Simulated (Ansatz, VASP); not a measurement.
## Ti in VASP and in Ansatz

```xyz
2
Lattice="2.8898 0.0000 0.0000 -1.4449 2.5026 0.0000 0.0000 0.0000 4.5903" Properties=species:S:1:pos:R:3 pbc="T T T"
Ti    0.0000    1.6684    1.1476
Ti    1.4449    0.8342    3.4428
```

Change from the starting cell: volume scaled by 0.94, crystal datasets.

Alike in both runs: task electric field gradients; functional PBEsol; k mesh 14 × 14 × 8; occupations fermi-dirac, width 0.05 eV; no spin polarisation.

```csv
,VASP,Ansatz
version,VASP 6.6.1,Ansatz 0.2.0
potentials or method,"VASP PAW PBE potentials, release 64 (Ti_sv), cutoff 520 eV","all-electron PAW with datasets made for the crystal, scalar-relativistic"
```

|  | VASP | Ansatz | Ansatz less VASP |
| --- | --- | --- | --- |
| pressure (GPa) | 0.6 | 0.9 | +0.31 |
| traceless stress, the component that is largest in VASP (GPa) | -0.29 | -0.29 | -0.004 |
| size of Vzz on the site where it differs most (V/Å²) | 19.4 | 21.1 | +1.71 |

VASP's potentials were made for PBE, not for PBEsol. Ansatz ran all-electron here, and VASP with PAW potentials.
